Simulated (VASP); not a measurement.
Runs of VASP 6.6.1 on Cu. The structure is that of space group Fm-3m (No. 225), or close to it. The cells are those of the table. 

| cell | gap on the mesh (eV) | pressure (GPa) |
| --- | --- | --- |
| a = 2.539 Å, angles 60.0°, 1 atom | none | (b) |
| a = 2.590 Å, angles 60.0°, 1 atom | none | -3.0 |
| a = 2.565 Å, angles 60.0°, 1 atom | none | (a) |
| a = 2.513 Å, angles 60.0°, 1 atom | none | 11.1 |
| a = 2.614 Å, angles 60.0°, 1 atom | none | -6.3 |

Alike in all rows: task single point; level PBE; potentials or basis VASP PAW PBE potentials, release 64 (Cu); no spin polarisation; k mesh 14 × 14 × 14; cutoff (eV) 520; smearing methfessel-paxton 0.1 eV.

Question: Estimate the missing entries.

Answer: (a) 0.9; (b) 5.6.

A gap of «none» marks levels without a gap at the run's occupations.
